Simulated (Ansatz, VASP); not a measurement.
One calculation of GaN, two programs

INCAR

```
SYSTEM = GaN
PREC = Accurate
ENCUT = 600
EDIFF = 1E-6
ISMEAR = 0
SIGMA = 0.01
LREAL = .FALSE.
LASPH = .TRUE.
NELM = 120
ALGO = Normal
ISIF = 2
LWAVE = .FALSE.
LCHARG = .FALSE.
GGA = PS
NBANDS = 16
GGA_COMPAT = .FALSE.
```

Contents of KPOINTS:

```
Automatic mesh
0
G
  7 7 7
  0 0 0
```

The input POSCAR:

```
GaN
1.0
    0.0000000000      2.1352400000      2.1352400000
    2.1352400000      0.0000000000      2.1352400000
    2.1352400000      2.1352400000      0.0000000000
Ga N
1 1
Direct
    0.0000000000      0.0000000000      0.0000000000
    0.5000000000      0.5000000000      0.5000000000
```

Input for Ansatz:

```yaml
crystal:
  lattice:
    - [0.0, 2.13524, 2.13524]
    - [2.13524, 0.0, 2.13524]
    - [2.13524, 2.13524, 0.0]
  atoms:
    - { symbol: Ga, position: [0.0, 0.0, 0.0] }
    - { symbol: "N", position: [0.5, 0.5, 0.5] }
basis:
  ecutwfc: 421.77648681281397
kpoints:
  mp_grid:
    grid: [7, 7, 7]
  band_path:
    path:
      - [0.375, 0.375, 0.75]
      - [0.0, 0.0, 0.0]
      - [0.5, 0.5, 0.5]
      - [0.5, 0.25, 0.75]
      - [0.5, 0.0, 0.5]
    npoints: 1
hamiltonian:
  xc: pbesol
scf:
  max_iter: 85
  occupations:
    method: fixed
output:
  fatbands: true
```

Alike in both runs: task single point; functional PBEsol; k mesh 7 × 7 × 7; no spin polarisation.

|  | VASP | Ansatz |
| --- | --- | --- |
| version | VASP 6.6.1 | Ansatz 0.2.0 |
| potentials or method | VASP PAW PBE potentials, release 64 (Ga_d, N), cutoff 600 eV | plane waves, PAW |
| occupations | gaussian, width 0.01 eV | fixed |
| valence electrons in the cell | 18 | 18 |

```csv
,VASP,Ansatz,Ansatz less VASP
gap on the k mesh at the Fermi level (eV),0.73,0.74,+0.008
```

VASP's potentials were made for PBE, not for PBEsol.
